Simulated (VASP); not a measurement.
Set up this calculation in VASP 6.6.1, as the native input.

```
Task                   : single point
Functional             : PBE
Potentials or basis    : VASP PAW PBE potentials, release 64 (Ba_sv, Li_sv, S)
Cutoff                 : 520 eV
k mesh                 : 6 × 6 × 4
Occupations            : gaussian, width 0.1 eV
Spin                   : no spin polarisation
Dipole correction      : no
Further INCAR settings : ALGO = Normal; EDIFF = 1e-07; NBANDS = 22
```

The structure of BaLi2S2 lies in POSCAR:

```
BaLi2S2
1.0
    4.3010913644      0.0000000000      0.0000000000
   -2.1505456822      3.7248543855      0.0000000000
    0.0000000000      0.0000000000      7.1405806741
Ba Li S
1 2 2
Direct
    0.0000000000      0.0000000000      0.0000000000
    0.6666666667      0.3333333333      0.6124304716
    0.3333333333      0.6666666667      0.3875695284
    0.6666666667      0.3333333333      0.2709425749
    0.3333333333      0.6666666667      0.7290574251
```

The cell was built from a structure type or drawn by symmetry, and may not be a known phase.

The input as run:

INCAR

```
PREC = Accurate
ENCUT = 520
EDIFF = 1E-7
ISMEAR = 0
SIGMA = 0.1
LREAL = False
LASPH = True
NELM = 100
ALGO = Normal
ISIF = 2
LWAVE = False
LCHARG = False
GGA = PE
NBANDS = 22
```

KPOINTS

```
regular mesh
0
Gamma
  6 6 4
```

Potentials or basis: VASP PAW PBE potentials, release 64 (Ba_sv, Li_sv, S).

Run with:

```bash
$ cat potpaw_PBE.64/Ba_sv/POTCAR potpaw_PBE.64/Li_sv/POTCAR potpaw_PBE.64/S/POTCAR > POTCAR
$ mpirun -np 1 vasp_std > vasp.out
```

It gave:

```yaml
Largest_force: 0.108 eV/Å
Band_gap_on_the_k_mesh: 2.75 eV (least direct gap 3.05 eV)
```

Caveat: spin-orbit coupling is left out, which moves the levels of the heavy elements.

It took 34 s on 1 thread of AMD EPYC 9R45 96-Core Processor (Zen 5) (shared host), peak memory 0.22 GiB.
